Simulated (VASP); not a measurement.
Here is a VASP 6.6.1 calculation.

INCAR

```
SYSTEM = ZnSe
ALGO     = Normal         ! electronic algorithm
EDIFF    = 1E-6           ! SCF threshold, eV
EDIFFG   = -0.01          ! ionic threshold
ENCUT    = 600            ! plane-wave cutoff, eV
GGA      = RE             ! functional
IBRION   = 2              ! ionic algorithm
ISIF     = 3              ! what is computed and relaxed
ISMEAR   = -1             ! smearing method
IVDW     = 12             ! dispersion correction
LASPH    = .TRUE.         ! aspherical terms in the spheres
LCHARG   = .FALSE.        ! write CHGCAR
LREAL    = .FALSE.        ! projectors in reciprocal space
LWAVE    = .FALSE.        ! write WAVECAR
NELM     = 100            ! most SCF steps
NSW      = 60             ! ionic steps
PREC     = Accurate       ! precision mode
SIGMA    = 0.05           ! smearing width, eV
```

Contents of KPOINTS:

```
k-points
0
G
  8 8 8
  0 0 0
```

POSCAR

```
ZnSe
1.0
    0.0000000000      2.8338000000      2.8338000000
    2.8338000000      0.0000000000      2.8338000000
    2.8338000000      2.8338000000      0.0000000000
Se Zn
1 1
Direct
    0.7500000000      0.7500000000      0.7500000000
    0.0000000000      0.0000000000      0.0000000000
```

Potentials or basis: VASP PAW PBE potentials, release 64 (Se, Zn).

Launch:

```console
$ cat potpaw_PBE.64/Se/POTCAR potpaw_PBE.64/Zn/POTCAR > POTCAR
$ mpirun -np 1 vasp_std > vasp.out
```

(1) What does it give for the dispersion energy per atom?

(2) Estimate the space group after relaxing (to 0.05 Å).

(3) Estimate the band gap on the k mesh.

## Answers

(1) -0.640 eV.

(2) F-43m (No. 216).

(3) 1.48 eV, direct.
